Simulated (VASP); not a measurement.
AlN: single point with r2SCAN+rVV10

The system is AlN.

```
CELL_PARAMETERS angstrom
0.00000 2.18219 2.18219
2.18219 0.00000 2.18219
2.18219 2.18219 0.00000
ATOMIC_POSITIONS crystal
Al 0.00000 0.00000 0.00000
N 0.25000 0.25000 0.25000
```

```yaml
Program: VASP 6.6.1
Task: single point
Functional: r2SCAN
Dispersion: rVV10
Potentials_or_basis: VASP PAW PBE potentials, release 64 (Al, N)
Cutoff: 660 eV
k_mesh: 10 × 10 × 10
Occupations: gaussian, width 0.02 eV
Spin: no spin polarisation
```

The pressure is -0.3 GPa. The band gap on the k mesh is 3.89 eV (least direct gap 4.88 eV).

Levels at points of the mesh, in eV from the valence-band top:
| k point | band 2 | band 3 | band 4 | band 5 | band 6 | band 7 |
| --- | --- | --- | --- | --- | --- | --- |
| (0.00, 0.00, 0.00) | 0.00 | 0.00 | 0.00 | 4.88 | 13.52 | 13.52 |
| (0.50, 0.00, 0.00) | -5.93 | -0.49 | -0.49 | 8.20 | 10.81 | 11.93 |
| (0.50, 0.50, 0.00) | -4.97 | -1.81 | -1.81 | 3.89 | 9.46 | 15.21 |

It took 60 s on 1 thread of Intel(R) Xeon(R) 6975P-C (Granite Rapids) (shared host), peak memory 0.25 GiB.

Caveat: the PAW data sets were made with another functional, which shifts forces and pressure a little. A k mesh can miss the band edges.
